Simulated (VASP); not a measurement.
Input of a VASP 6.6.1 run:

INCAR

```
SYSTEM = HoAuF4
  PREC = Accurate
  ENCUT = 600
  EDIFF = 1E-7
  ISMEAR = 0
  SIGMA = 0.02
  LREAL = .False.
  LASPH = .True.
  NELM = 200
  ALGO = Normal
  ISIF = 3
  LWAVE = .False.
  LCHARG = .False.
  GGA = PE
  IBRION = 2
  NSW = 100
  EDIFFG = -0.01
  GGA_COMPAT = .False.
  NELMIN = 4
  LMAXMIX = 6
```

Contents of KPOINTS:

```
Automatic mesh
0
Gamma
  6 6 4
  0 0 0
```

File POSCAR:

```
HoAuF4
1.0
    4.0254694239      0.0000000000      0.0000000000
   -2.0127347120      3.4861587833      0.0000000000
    0.0000000000      0.0000000000      8.3382643774
Ho Au F
1 1 4
Direct
    0.0000000000      0.0000000000      0.5000000000
    0.0000000000      0.0000000000      0.0000000000
    0.3333333333      0.6666666667      0.5000000000
    0.6666666667      0.3333333333      0.5000000000
    0.0000000000      0.0000000000      0.7582238971
    0.0000000000      0.0000000000      0.2417761029
```

Potentials or basis: VASP PAW PBE potentials, release 64 (Ho_3, Au, F), 4f in core.

Launch:

```bash
$ cat potpaw_PBE.64/Ho_3/POTCAR potpaw_PBE.64/Au/POTCAR potpaw_PBE.64/F/POTCAR > POTCAR
$ mpirun -np 1 vasp_std > vasp.out
```

Q: Predict the relaxed volume.

A: 19.61 Å³/atom.

Q: What does it give for the relaxed cell?

A: a = 4.030 Å, b = 4.030 Å, c = 8.363 Å, α = 90.00°, β = 90.00°, γ = 120.00°.

Q: What does it give for the space group after relaxing (to 0.1 Å)?

A: P6/mmm (No. 191).

Q: Predict the band gap on the k mesh.

A: 2.50 eV (least direct gap 3.20 eV).

Forces on the atoms (eV/Å):
```
Ho   0.000  0.000  0.000
Au   0.000  0.000  0.000
F    0.000  0.000  0.000
F    0.000  0.000  0.000
F    0.000  0.000 -0.005
F    0.000  0.000  0.005
```

Caveat: spin-orbit coupling is left out, which moves the levels of the heavy elements; the 4f electrons are frozen in the core, so they carry no moment and show no levels. A k mesh can miss the band edges.
